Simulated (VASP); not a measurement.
Runs of VASP 6.6.1 on CaMg. The structure is that of space group Pm-3m (No. 221), or close to it. The cells are those of the table. 

```tsv
cell	gap on the mesh (eV)	pressure (GPa)
a = 3.716 Å, 2 atoms	none	3.9
a = 3.858 Å, 2 atoms	none	(b)
a = 4.054 Å, 2 atoms	none	-3.4
a = 3.640 Å, 2 atoms	none	6.8
a = 3.788 Å, 2 atoms	none	1.7
a = 3.991 Å, 2 atoms	none	(a)
a = 3.926 Å, 2 atoms	none	-1.5
```

Alike in all rows: task single point; level LDA; potentials or basis VASP PAW LDA potentials, release 64 (Ca_sv, Mg); no spin polarisation; k mesh 14 × 14 × 14; cutoff (eV) 520; smearing gaussian 0.15 eV.

Task: Estimate the missing entries.

Result: (a) -2.6; (b) -0.1.

Caveats: the cell stands under pressure (at least some runs); the cell stands under tension (at least some runs).

A gap of «none» marks levels without a gap at the run's occupations.
